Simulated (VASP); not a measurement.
# Sr in VASP: a series of runs

Runs on Sr. Level: PBEsol. Tasks: single point.

Program: VASP 6.6.1. These are calculated values, not measurements. Logs are shortened: lines on timing, memory, paths and dates and some standing lists are left out, and cuts for length are marked.

## Step 1: The cell of the first run

Symmetry: Im-3m, No. 229, cubic system. The conventional cell has a = 4.995 Å, b = 4.995 Å, c = 4.995 Å, α = 90.00°, β = 90.00°, γ = 90.00°. Sr (site symmetry m-3m) has 14 Sr at 4.33 to 5.00 Å within 5.7 Å.

This isn't the form of Sr at room conditions, which is fcc.

## Step 2: Single point, PBEsol (strain +0.030 along x and y, +0.030 along z)

File INCAR:

```
PREC = Accurate
ENCUT = 520
EDIFF = 1E-6
ISMEAR = 0
SIGMA = 0.15
LREAL = F
LASPH = T
NELM = 80
ALGO = Normal
ISIF = 2
LWAVE = F
LCHARG = F
GGA = PS
NBANDS = 11
```

File KPOINTS:

```
regular mesh
0
Gamma
  14 14 14
```

File POSCAR:

```
Sr
1.0
   -2.4977500000      2.4977500000      2.4977500000
    2.4977500000     -2.4977500000      2.4977500000
    2.4977500000      2.4977500000     -2.4977500000
Sr
1
Direct
    0.0000000000      0.0000000000      0.0000000000
```

Potentials or basis: VASP PAW PBE potentials, release 64 (Sr_sv).

On the command line:

```sh
cat potpaw_PBE.64/Sr_sv/POTCAR > POTCAR
mpirun -np 1 vasp_std > vasp.out
```

OUTCAR:

```text
PREC = Accurate
   ENCUT = 520
   EDIFF = 1E-6
   ISMEAR = 0
   LREAL = F
   LASPH = T
   NELM = 80
   ISIF = 2
   GGA = PS

 ion  position               nearest neighbor table
   1  0.000  0.000  0.000-

  LATTYP: Found a body centered cubic cell.
 ALAT       =     4.9955000000

  Lattice vectors:

 A1 = (  -2.4977500000,   2.4977500000,   2.4977500000)
 A2 = (   2.4977500000,  -2.4977500000,   2.4977500000)
 A3 = (   2.4977500000,   2.4977500000,  -2.4977500000)

Analysis of symmetry for initial positions (statically):
=====================================================================
 Subroutine PRICEL returns:
 Original cell was already a primitive cell.

 Routine SETGRP: Setting up the symmetry group for a
 body centered cubic supercell.

 Subroutine GETGRP returns: Found 48 space group operations
 (whereof 48 operations were pure point group operations)
 out of a pool of 48 trial point group operations.

The static configuration has the point symmetry O_h .

Analysis of symmetry for dynamics (positions and initial velocities):
=====================================================================
 Subroutine PRICEL returns:
 Original cell was already a primitive cell.

 Routine SETGRP: Setting up the symmetry group for a
 body centered cubic supercell.

 Subroutine GETGRP returns: Found 48 space group operations
 (whereof 48 operations were pure point group operations)
 out of a pool of 48 trial point group operations.

The dynamic configuration has the point symmetry O_h .

 Subroutine INISYM returns: Found 48 space group operations
 (whereof 48 operations are pure point group operations),
 and found     1 'primitive' translations

----------------------------------------------------------------------------------------

                                     Primitive cell

  volume of cell :      62.3314

  direct lattice vectors                    reciprocal lattice vectors
    -2.497750000  2.497750000  2.497750000     0.000000000  0.200180162  0.200180162
     2.497750000 -2.497750000  2.497750000     0.200180162  0.000000000  0.200180162
     2.497750000  2.497750000 -2.497750000     0.200180162  0.200180162  0.000000000

  length of vectors
     4.326229905  4.326229905  4.326229905     0.283097500  0.283097500  0.283097500

  position of ions in fractional coordinates (direct lattice)
     0.000000000  0.000000000  0.000000000

  ion indices of the primitive-cell ions
   primitive index   ion index
                 1           1

----------------------------------------------------------------------------------------

 KPOINTS: regular mesh

Automatic generation of k-mesh.
 Grid dimensions read from file:
 generate k-points for:   14   14   14

 Generating k-lattice:

  Cartesian coordinates                     Fractional coordinates (reciprocal lattice)
     0.000000000  0.014298583  0.014298583     0.071428571  0.000000000  0.000000000
     0.014298583  0.000000000  0.014298583     0.000000000  0.071428571  0.000000000
     0.014298583  0.014298583  0.000000000     0.000000000  0.000000000  0.071428571

  Length of vectors
     0.020221250  0.020221250  0.020221250

  Shift w.r.t. Gamma in fractional coordinates (k-lattice)
     0.000000000  0.000000000  0.000000000

 Subroutine IBZKPT returns following result:
 ===========================================

 Found    104 irreducible k-points:

 Following reciprocal coordinates:
            Coordinates               Weight
  0.000000  0.000000  0.000000      1.000000
  0.071429  0.000000  0.000000     12.000000
  0.142857  0.000000  0.000000     12.000000
  0.214286  0.000000  0.000000     12.000000
  0.285714  0.000000  0.000000     12.000000
  0.357143  0.000000  0.000000     12.000000
[... 16 lines left out ...]
  0.285714  0.285714  0.000000     24.000000
  0.357143  0.285714 -0.000000     24.000000
 [... further k-points ...]
   k-points           NKPTS =    104   k-points in BZ     NKDIM =    104   number of bands    NBANDS=     11
   number of dos      NEDOS =    301   number of ions     NIONS =      1
   total plane-waves  NPLWV =  32768
   dimension x,y,z NGX =    32 NGY =   32 NGZ =   32
   dimension x,y,z NGXF=    64 NGYF=   64 NGZF=   64
   ions per type =               1
   NGX,Y,Z   is equivalent  to a cutoff of  12.30, 12.30, 12.30 a.u.
   NGXF,Y,Z  is equivalent  to a cutoff of  24.59, 24.59, 24.59 a.u.
 SYSTEM =  unknown system
   PREC   = accura    normal or accurate (medium, high low for compatibility)
   ISTART =      0    job   : 0-new  1-cont  2-samecut
   ICHARG =      2    charge: 1-file 2-atom 10-const
   ISPIN  =      1    spin polarized calculation?
   LNONCOLLINEAR =      F non collinear calculations
   LSORBIT =      F    spin-orbit coupling
   LASPH  =      T    aspherical Exc in radial PAW
   ENCUT  =  520.0 eV  38.22 Ry    6.18 a.u.   8.04  8.04  8.04*2*pi/ulx,y,z
   NELM   =     80;   NELMIN=  2; NELMDL= -5     # of ELM steps
   EDIFF  = 0.1E-05   stopping-criterion for ELM
   LREAL  =      F    real-space projection
   EDIFFG = 0.1E-04   stopping-criterion for IOM
   NSW    =      0    number of steps for IOM
   IBRION =     -1    ionic relax: 0-MD 1-quasi-New 2-CG
   NFREE  =      0    steps in history (QN), initial steepest desc. (CG)
   ISIF   =      2    stress and relaxation
   ISYM   =      2    0-nonsym 1-usesym 2-fastsym
   POTIM  = 0.5000    time-step for ionic-motion
   TEBEG  =    0.0;   TEEND  =   0.0 temperature during run
   PSTRESS=    0.0 pullay stress
   NELECT =      10.0000    total number of electrons
   NUPDOWN=      -1.0000    fix difference up-down
   EMIN   =  10.00;   EMAX   =-10.00  energy-range for DOS
   EFERMI =   0.00;   METHOD = LEGACY
   ISMEAR =     0;   SIGMA  =   0.15  broadening in eV -4-tet -1-fermi 0-gaus
   EFERMI_NEDOS =   21; number of points for ismear=-14 and -15
   IALGO  =     38    algorithm
   IMIX   =      4    mixing-type and parameters
     AMIX     =   0.40;   BMIX     =  1.00
     AMIX_MAG =   1.60;   BMIX_MAG =  1.00
  volume/ion in A,a.u.               =      62.33       420.63
  Fermi-wavevector in a.u.,A,eV,Ry     =   0.889554  1.681014 10.766387  0.791307
  Thomas-Fermi vector in A             =   2.011130
   LORBIT       =      0    0 simple, 1 ext, 2 COOP (PROOUT), +10 PAW based schemes
   GGA     = PS    functional components
   LHFCALC =     F    Hartree Fock is set to
   AEXX    =    0.0000 exact exchange contribution
   IVDW    =     0    specifies the selected vdW correction
   LEPSILON=     F    determine dielectric tensor
   LRPA    =     F    only Hartree local field effects (RPA)
 non-spin polarized calculation
 Gauss-broadening in eV      SIGMA  =   0.15
  energy-cutoff  :      520.00
  volume of cell :       62.33
 maximum number of plane-waves:      1721
   NGX = 17   NGY = 17   NGZ = 17

 number of electron      10.0000000 magnetization

 Free energy of the ion-electron system (eV)
  ---------------------------------------------------
  ext. energy  EPLUGINS =         0.00000000
  ---------------------------------------------------
  free energy    TOTEN  =        -1.77360459 eV

  energy without entropy =       -1.75612200  energy(sigma->0) =       -1.76486329

 E-fermi :   1.1189     XC(G=0):  -7.0544

 val. band max:        1.1167694828   @ k =   0.5000   0.5000   0.5000
 cond. band min:       1.1211937567   @ k =   0.5000   0.5000   0.2857
 fundamental gap:      0.0044242739
 Fermi energy:         1.1188615372

 k-point     1 :       0.0000    0.0000    0.0000
  band No.  band energies     occupation
      1     -35.7002      2.00000
      2     -17.6144      2.00000
      3     -17.6144      2.00000
      4     -17.6144      2.00000
      5      -2.3590      2.00000
      6       3.3054      0.00000
      7       3.3054      0.00000
      8       3.3054      0.00000
      9       4.5020      0.00000
     10       4.5020      0.00000
     11       8.7334      0.00000

 k-point     2 :       0.0714    0.0000    0.0000
  band No.  band energies     occupation
      1     -35.6998      2.00000
      2     -17.6208      2.00000
      3     -17.6165      2.00000
      4     -17.6143      2.00000
      5      -2.2814      2.00000
      6       3.2377      0.00000
      7       3.2595      0.00000
      8       3.3782      0.00000
      9       4.4001      0.00000
     10       4.4986      0.00000
     11       8.8093      0.00000

 k-point     3 :       0.1429    0.0000    0.0000
  band No.  band energies     occupation
      1     -35.6986      2.00000
      2     -17.6387      2.00000
      3     -17.6226      2.00000
      4     -17.6143      2.00000
      5      -2.0530      2.00000
      6       3.0625      0.00000
      7       3.0669      0.00000
      8       3.5946      0.00000
      9       4.2525      0.00000
     10       4.4990      0.00000
     11       8.9094      0.00000

 k-point     4 :       0.2143    0.0000    0.0000
  band No.  band energies     occupation
      1     -35.6969      2.00000
      2     -17.6644      2.00000
      3     -17.6314      2.00000
      4     -17.6142      2.00000
      5      -1.6875      2.00000
      6       2.6977      0.00000
      7       2.8388      0.00000
      8       3.9480      0.00000
      9       4.2392      0.00000
     10       4.5258      0.00000
     11       8.5881      0.00000
[... 239 lines left out ...]
 k-point    22 :       0.3571    0.2143    0.0000
  band No.  band energies     occupation
      1     -35.6912      2.00000
      2     -17.7232      2.00000
      3     -17.6756      2.00000
      4     -17.6275      2.00000
      5       0.5604      2.00000
      6       1.2902      0.10616
      7       1.9511      0.00000
      8       4.2168      0.00000
      9       4.7815      0.00000
     10       5.2951      0.00000
     11       6.1960      0.00000

 k-point    23 :       0.2857    0.2857    0.0000
  band No.  band energies     occupation
      1     -35.6911      2.00000
      2     -17.7163      2.00000
      3     -17.6826      2.00000
      4     -17.6293      2.00000
      5       0.5999      2.00000
      6       1.4616      0.00123
      7       1.7570      0.00000
      8       4.4570      0.00000
      9       4.4984      0.00000
     10       5.1722      0.00000
     11       6.2497      0.00000

 k-point    24 :       0.3571    0.2857   -0.0000
  band No.  band energies     occupation
      1     -35.6908      2.00000
      2     -17.7113      2.00000
      3     -17.6920      2.00000
      4     -17.6301      2.00000
      5       1.0292      1.60192
      6       1.2426      0.24350
      7       1.5801      0.00001
      8       4.4104      0.00000
      9       4.7306      0.00000
     10       4.8209      0.00000
     11       6.5311      0.00000

 [... further k-points ...]

------------------------ aborting loop because EDIFF is reached ----------------------------------------

  FORCE on cell =-STRESS in cart. coord.  units (eV):
  Direction    XX          YY          ZZ          XY          YZ          ZX
  --------------------------------------------------------------------------------------
  -------------------------------------------------------------------------------------
  Total       -0.6651716     -0.6651716     -0.6651716      0.0000000      0.0000000      0.0000000
  in kB      -17.0976887    -17.0976887    -17.0976887      0.0000000      0.0000000      0.0000000
  external PRESSURE =     -17.0976887 kB  Pullay stress =       0.0000000 kB

 VOLUME and BASIS-vectors are now :
 -----------------------------------------------------------------------------
  energy-cutoff  :      520.00
  volume of cell :       62.33
      direct lattice vectors                 reciprocal lattice vectors
    -2.497750000  2.497750000  2.497750000     0.000000000  0.200180162  0.200180162
     2.497750000 -2.497750000  2.497750000     0.200180162  0.000000000  0.200180162
     2.497750000  2.497750000 -2.497750000     0.200180162  0.200180162  0.000000000

 POSITION                                       TOTAL-FORCE (eV/Angst)
 -----------------------------------------------------------------------------------
      0.00000      0.00000      0.00000         0.000000      0.000000     -0.000000
 -----------------------------------------------------------------------------------
    total drift:                                0.000000      0.000000     -0.000000

  FREE ENERGIE OF THE ION-ELECTRON SYSTEM (eV)
  ---------------------------------------------------
  free  energy   TOTEN  =        -1.7736045928 eV

  energy  without entropy=       -1.7561219957  energy(sigma->0) =       -1.76486329
```

Wall time 27 s (1 thread of AMD EPYC 9R45 (Zen 5), shared host); peak memory 0.19 GiB.

Results:

- Free energy: -1.7736 eV
- Pressure: -1.7 GPa
- Band gap on the k mesh: zero (bands 5 and 6 overlap by 0.22 eV)

Caveat: the cell differs from its parent crystal (strain +0.030 along x and y, +0.030 along z); the PAW data sets were made with another functional, which shifts forces and pressure a little.

## Step 3: Single point, PBEsol (strain -0.030 along x and y, -0.015 along z)

File INCAR:

```
SYSTEM = Sr
PREC     = Accurate       ! precision mode
ENCUT    = 520            ! plane-wave cutoff, eV
EDIFF    = 1E-6           ! SCF threshold, eV
ISMEAR   = 0              ! smearing method
SIGMA    = 0.15           ! smearing width, eV
LREAL    = .FALSE.        ! projectors in reciprocal space
LASPH    = .TRUE.         ! aspherical terms in the spheres
NELM     = 60             ! most SCF steps
ALGO     = Fast           ! electronic algorithm
ISIF     = 2              ! what is computed and relaxed
LWAVE    = .FALSE.        ! write WAVECAR
LCHARG   = .FALSE.        ! write CHGCAR
GGA      = PS             ! functional
NBANDS   = 11             ! bands
```

File KPOINTS:

```
regular mesh
0
G
  14 14 14
  0 0 0
```

File POSCAR:

```
Sr
1.0
   -2.3522500000      2.3522500000      2.3886250000
    2.3522500000     -2.3522500000      2.3886250000
    2.3522500000      2.3522500000     -2.3886250000
Sr
1
Direct
    0.0000000000      0.0000000000      0.0000000000
```

Potentials or basis: VASP PAW PBE potentials, release 64 (Sr_sv).

On the command line:

```sh
cat potpaw_PBE.64/Sr_sv/POTCAR > POTCAR
mpirun -np 1 vasp_std > vasp.out
```

Wall time 78 s (1 thread of AMD EPYC 9R45 (Zen 5), shared host); peak memory 0.24 GiB.

Results (log left out):

```yaml
Free_energy: -1.8409 eV
Pressure: -0.4 GPa
Band_gap_on_the_k_mesh: zero (bands 5 and 6 overlap by 0.45 eV)
```

Levels at points of the mesh, in eV from the Fermi level:
```
           k point  band 1  band 2  band 3  band 4  band 5  band 6  band 7  band 8  band 9  band 10
(0.00, 0.00, 0.00)  -36.45  -18.34  -18.34  -18.34   -3.71    2.38    2.38    2.47    3.73     3.87
(0.50, 0.00, 0.00)  -36.43  -18.57  -18.42  -18.34   -1.04    0.28    1.24    3.58    4.30     5.59
(0.50, 0.50, 0.00)  -36.43  -18.57  -18.42  -18.34   -1.02    0.33    1.14    3.69    4.36     5.64
(0.50, 0.50, 0.50)  -36.42  -18.51  -18.50  -18.50   -0.20   -0.16    3.63    3.84    3.84     5.17
```

Caveat: the cell differs from its parent crystal (strain -0.030 along x and y, -0.015 along z); the PAW data sets were made with another functional, which shifts forces and pressure a little.
